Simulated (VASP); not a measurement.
# CoO: single point with PBEsol+U

Crystal: CoO.

```
CELL_PARAMETERS angstrom
-1.50800 1.50800 2.10725
1.50800 -1.50800 2.10725
1.50800 1.50800 -2.10725
ATOMIC_POSITIONS crystal
Co 0.00000 0.00000 0.00000
O 0.50000 0.50000 0.00000
```

| Property | Result |
| --- | --- |
| Program | VASP 6.6.1 |
| Task | single point |
| Functional | PBEsol |
| Potentials or basis | VASP PAW PBE potentials, release 64 (Co, O) |
| Cutoff | 520 eV |
| k mesh | 9 × 9 × 9 |
| Occupations | gaussian, width 0.05 eV |
| Spin | collinear spin, ferromagnetic start |
| Starting moments | [2.85, 0.25] μB |
| Fixed moment | 3 μB |
| Hubbard terms | Co d U = 4.0 eV, J = 0.5 eV |

```yaml
Pressure: -8.8 GPa
Net_moment: 3.00 μB per cell
Site_moments: Co +2.75; O +0.24 μB
Valence_electrons_inside_the_program's_atomic_spheres: Co 7.82; O 4.98
```

Stress tensor (GPa, compression positive):
```
 -5.63   0.00   0.00
  0.00  -5.63   0.00
  0.00   0.00 -15.04
```

Eigenvalues of the final occupation matrices:
```
    site  spin  trace               eigenvalues
site 1 d     1   4.93  0.96 0.97 0.97 1.01 1.02
site 1 d     2   2.22  0.12 0.16 0.49 0.49 0.96
```

Wall time 71 s on 1 thread of Intel Xeon 8259CL, with other jobs on the host, peak memory 0.18 GiB.

Caveat: the PAW data sets were made with another functional, which shifts forces and pressure a little; the total moment is fixed, so each spin has its own Fermi level; a cell with one magnetic atom can't hold antiferromagnetic order, which such compounds often take. The state reached can hang on the start; a lower one may exist.
